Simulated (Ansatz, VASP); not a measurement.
# HfO2: VASP beside Ansatz

INCAR

```
  ALGO = Normal
  EDIFF = 1E-6
  ENCUT = 520
  GGA = PE
  ISIF = 2
  ISMEAR = 0
  LASPH = True
  LCHARG = False
  LREAL = False
  LWAVE = False
  NBANDS = 56
  NELM = 80
  PREC = Accurate
  SIGMA = 0.05
```

The input KPOINTS:

```
k-points
0
Gamma
  6 6 3
```

Contents of POSCAR:

```
HfO2
1.0
   -2.5575000000     -2.5575000000      0.0000000000
    2.5575000000     -2.5575000000      0.0000000000
    0.0000000000      0.0000000000     10.9800000000
Hf O
4 8
Direct
    0.0000000000      0.0000000000      0.8734631148
    0.5000000000      0.5000000000      0.1746926230
    0.0000000000      0.0000000000      0.4076161202
    0.5000000000      0.5000000000      0.6405396175
    0.5000000000      0.0000000000      0.0582308743
    0.0000000000      0.5000000000      0.2911543716
    0.5000000000      0.0000000000      0.5240778689
    0.0000000000      0.5000000000      0.7570013661
    0.5000000000      0.0000000000      0.2911543716
    0.0000000000      0.5000000000      0.5240778689
    0.5000000000      0.0000000000      0.7570013661
    0.0000000000      0.5000000000      0.0582308743
```

Input for Ansatz:

```yaml
crystal:
  lattice:
    - [-2.5575, -2.5575, 0.0]
    - [2.5575, -2.5575, 0.0]
    - [0.0, 0.0, 10.98]
  atoms:
    - { symbol: Hf, position: [0.0, 0.0, 0.8734631148] }
    - { symbol: Hf, position: [0.5, 0.5, 0.174692623] }
    - { symbol: Hf, position: [0.0, 0.0, 0.4076161202] }
    - { symbol: Hf, position: [0.5, 0.5, 0.6405396175] }
    - { symbol: O, position: [0.5, 0.0, 0.0582308743] }
    - { symbol: O, position: [0.0, 0.5, 0.2911543716] }
    - { symbol: O, position: [0.5, 0.0, 0.5240778689] }
    - { symbol: O, position: [0.0, 0.5, 0.7570013661] }
    - { symbol: O, position: [0.5, 0.0, 0.2911543716] }
    - { symbol: O, position: [0.0, 0.5, 0.5240778689] }
    - { symbol: O, position: [0.5, 0.0, 0.7570013661] }
    - { symbol: O, position: [0.0, 0.5, 0.0582308743] }
basis:
  ecutwfc: 420
kpoints:
  mp_grid: { grid: [6, 6, 3] }
hamiltonian:
  xc: pbe
scf:
  occupations: { method: gaussian, width: 0.05 }
output:
  forces: true
  stress: true
  eigenvalues: true
```

Alike in both runs: task single point; functional PBE; k mesh 6 × 6 × 3; occupations gaussian, width 0.05 eV; no spin polarisation.

```csv
,VASP,Ansatz
version,VASP 6.6.1,Ansatz 0.2.0
potentials or method,"VASP PAW PBE potentials, release 64 (Hf_pv, O), cutoff 520 eV","scalar-relativistic, plane waves, PAW"
valence electrons in the cell,88,152
```

```csv
,VASP,Ansatz,Ansatz less VASP
gap on the k mesh at the Fermi level (eV),0.05,0.06,+0.011
least direct gap on the mesh (eV),0.05,0.06,+0.011
pressure (GPa),-12.3,-9.4,+2.93
"traceless stress, the component that is largest in VASP (GPa)",-15.76,-15.82,-0.064
rms of the force components (eV/Å),1.245,1.286,+0.0411
```

Atom by atom the forces differ by 0.048 eV/Å (rms over components). With one functional, cell and mesh, what is left measures potentials, basis and numerics. VASP's potentials hold 88 valence electrons a cell and Ansatz's 152, so a difference there can come from the potentials and not from the codes.

Neither program's run includes spin-orbit coupling.
